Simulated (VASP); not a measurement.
Runs of VASP 6.6.1 on SrTiO3. The structure is that of space group Pm-3m (No. 221), or close to it. The cells are those of the table. 

```tsv
task	level	spin	cell	cutoff (eV)	smearing	gap on the mesh (eV)	pressure (GPa)	relaxed volume (Å³/atom)
relaxation of cell and atoms	PBE	off	relaxed from a = 3.913 Å, 5 atoms	600	fermi-dirac 0.02 eV	1.81	0.0	12.23
relaxation of cell and atoms	PBEsol	off	relaxed from a = 3.936 Å, 5 atoms	600	fermi-dirac 0.02 eV	1.81	0.0	11.82
single point	r2SCAN	off	a = 3.907 Å, 5 atoms	520	fermi-dirac 0.02 eV	2.27	0.9	-
single point	r2SCAN	off	a = 3.907 Å, 5 atoms	520	gaussian 0.01 eV	2.27	0.9	-
single point	PBE	non-collinear, zero start, SOC	a = 3.907 Å, 5 atoms	520	gaussian 0.01 eV	-	(a)	-
```

Alike in all rows: potentials or basis VASP PAW PBE potentials, release 64 (Sr_sv, Ti_sv, O); k mesh 6 × 6 × 6.

Question: Fill in the values left out.

Answer: (a) 4.7.

Caveats: the PAW data sets were made with another functional, which shifts forces and pressure a little (some runs).

A k mesh can miss the band edges, and rows without SOC leave out spin-orbit coupling on Sr.
